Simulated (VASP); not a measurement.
AlN: single point with PBE

The system is AlN.

```xyz
2
Lattice="0.0000 2.2016 2.2016 2.2016 0.0000 2.2016 2.2016 2.2016 0.0000" Properties=species:S:1:pos:R:3 pbc="T T T"
Al    0.0000    0.0000    0.0000
N     3.6149    3.3024    3.3024
```

This cell differs from its parent crystal: all N atoms moved +0.312 Å, as atom 2 along Cartesian [1 0 0].

* Program: VASP 6.6.1
* Task: single point
* Functional: PBE
* Potentials or basis: VASP PAW PBE potentials, release 64 (Al, N)
* Cutoff: 520 eV
* k mesh: 10 × 10 × 10
* Occupations: gaussian, width 0.05 eV
* Spin: no spin polarisation

The pressure is 10.6 GPa, the largest force is 3.872 eV/Å and the band gap on the k mesh is 2.56 eV, indirect (least direct gap 3.12 eV).

Forces in eV/Å, atoms in the order of the input:
```
Al   3.872  0.000  0.000
N   -3.872  0.000  0.000
```

Stress tensor (GPa, compression positive):
```
-0.79  0.00  0.00
 0.00 16.23 21.56
 0.00 21.56 16.23
```

Levels at points of the mesh, in eV from the valence-band top:
| k point | band 1 | band 2 | band 3 | band 4 | band 5 | band 6 | band 7 | band 8 |
| --- | --- | --- | --- | --- | --- | --- | --- | --- |
| (0.00, 0.00, 0.00) | -15.53 | -1.52 | -0.59 | 0.00 | 3.12 | 11.61 | 11.77 | 11.80 |
| (0.50, 0.00, 0.00) | -13.53 | -6.65 | -1.25 | -0.57 | 6.11 | 8.56 | 10.05 | 11.08 |
| (0.00, 0.50, 0.00) | -13.62 | -6.16 | -1.94 | -0.81 | 6.35 | 8.96 | 10.20 | 10.56 |
| (0.50, 0.50, 0.00) | -12.97 | -5.57 | -2.34 | -2.24 | 2.56 | 7.27 | 12.42 | 14.96 |
| (0.00, 0.50, 0.50) | -12.98 | -5.46 | -3.05 | -1.96 | 2.73 | 7.88 | 12.48 | 14.70 |

Run time: 17 s on 1 thread of AMD EPYC 9R45 96-Core Processor (Zen 5), with other jobs on the host, peak memory 0.13 GiB.

Caveat: the cell differs from its parent crystal (all N atoms moved +0.312 Å, as atom 2 along Cartesian [1 0 0]); forces of over 1 eV/Å act on the atoms, so gaps and moduli don't describe the material at rest. A k mesh can miss the band edges.
